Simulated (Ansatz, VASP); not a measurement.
# Two plane-wave programs on Ta

Contents of INCAR:

```
ALGO     = Normal         # electronic algorithm
EDIFF    = 1E-6           # SCF threshold, eV
ENCUT    = 520            # plane-wave cutoff, eV
ISIF     = 2              # what is computed and relaxed
ISMEAR   = -1             # smearing method
LASPH    = True           # aspherical terms in the spheres
LCHARG   = False          # write CHGCAR
LREAL    = False          # projectors in reciprocal space
LWAVE    = False          # write WAVECAR
NBANDS   = 24             # bands
NELM     = 60             # most SCF steps
PREC     = Accurate       # precision mode
SIGMA    = 0.1            # smearing width, eV
```

The input KPOINTS:

```
k-points
0
Gamma
  9 9 13
```

File POSCAR:

```
Ta
1.0
    4.9494818920      0.0000000000      0.0000000000
   -2.4747409460      4.2863770541      0.0000000000
    0.0000000000      0.0000000000      2.7768006876
Ta
3
Direct
    1.0000000000      1.0000000000      0.0000000000
    0.3333333333      0.6666666667      0.5000000000
    0.6666666667      0.3333333333      0.5000000000
```

Input for Ansatz:

```yaml
crystal:
  lattice:
    - [4.949481892, 0.0, 0.0]
    - [-2.474740946, 4.2863770541, 0.0]
    - [0.0, 0.0, 2.7768006876]
  atoms:
    - { symbol: Ta, position: [1.0, 1.0, 0.0] }
    - { symbol: Ta, position: [0.3333333333, 0.6666666667, 0.5] }
    - { symbol: Ta, position: [0.6666666667, 0.3333333333, 0.5] }
hamiltonian:
  xc: lda
  pseudopotentials:
    kind: paw
    azcp:
      Ta: "pseudopotentials/Ta.paw.azcp"
basis:
  ecutwfc: 420
  fft_grid_basis: typed
kpoints:
  mp_grid: { grid: [9, 9, 13], shift: [0, 0, 0] }
magnetization:
  spin_polarized: false
scf:
  occupations: { method: fermi_dirac, width: 0.1 }
  lower_state_search: "off"
output:
  stress: true
  write_density: true
  write_potential: true
  elf: true
  volumetric_format: npy
```

Alike in both runs: task single point; functional LDA; k mesh 9 × 9 × 13; occupations fermi-dirac, width 0.1 eV; no spin polarisation.

|  | VASP | Ansatz |
| --- | --- | --- |
| version | VASP 6.6.1 | Ansatz 0.2.0 |
| potentials or method | VASP PAW LDA potentials, release 64 (Ta_pv), cutoff 520 eV | plane waves (420 eV) with PAW, scalar-relativistic |
| valence electrons in the cell | 33 | 39 |

VASP gave:

| Property | Result |
| --- | --- |
| pressure (GPa) | -18.4 |
| traceless stress, the component that is largest in VASP (GPa) | -1.52 |

What did Ansatz give for the same quantities?

Pressure (GPa): -18.9; traceless stress, the component that is largest in VASP (GPa): -1.53.

Ansatz warns that its potentials were made for another functional, while VASP's fit it. LDA's correlation is that of Perdew and Zunger in VASP and of Perdew and Wang (1992) in Ansatz. VASP's potentials hold 33 valence electrons a cell and Ansatz's 39, so a difference there can come from the potentials and not from the codes.

Spin-orbit coupling is off throughout.
